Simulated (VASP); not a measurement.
Runs of VASP 6.6.1 on Sn. The structure is that of space group I4/mmm (No. 139), or close to it. The cells are those of the table. 

```tsv
cell	further INCAR settings	gap on the mesh (eV)	pressure (GPa)
a = 3.276 Å, angles 115.2, 116.7, 97.2°, 1 atom	ALGO = Fast; EDIFF = 1e-06; NBANDS = 13	none	1.1
a = 3.281 Å, angles 115.3, 116.4, 97.3°, 1 atom	ALGO = Fast; EDIFF = 1e-06; NBANDS = 13	none	0.8
a = 3.304 Å, angles 115.9, 115.1, 98.0°, 1 atom	ALGO = Fast; EDIFF = 1e-07; NBANDS = 13	none	-0.6
a = 3.313 Å, angles 116.1, 114.6, 98.3°, 1 atom	ALGO = Fast; EDIFF = 1e-06; NBANDS = 13	none	(a)
a = 3.299 Å, angles 115.8, 115.4, 97.9°, 1 atom	ALGO = Fast; EDIFF = 1e-07; NBANDS = 13	none	(b)
```

Alike in all rows: task single point; level PBE+D3(BJ); potentials or basis VASP PAW PBE potentials, release 64 (Sn_d); no spin polarisation; k mesh 24 × 24 × 24; cutoff (eV) 520; smearing gaussian 0.15 eV.

Question: Estimate the missing entries.

Answer: (a) -1.0; (b) -0.3.

Caveats: spin-orbit coupling is left out, which moves the levels of the heavy elements; pairwise dispersion overbinds metals, which lowers pressure and volume.

A k mesh can miss the band edges, and the runs leave out spin-orbit coupling on Sn.

A gap of «none» marks levels without a gap at the run's occupations.
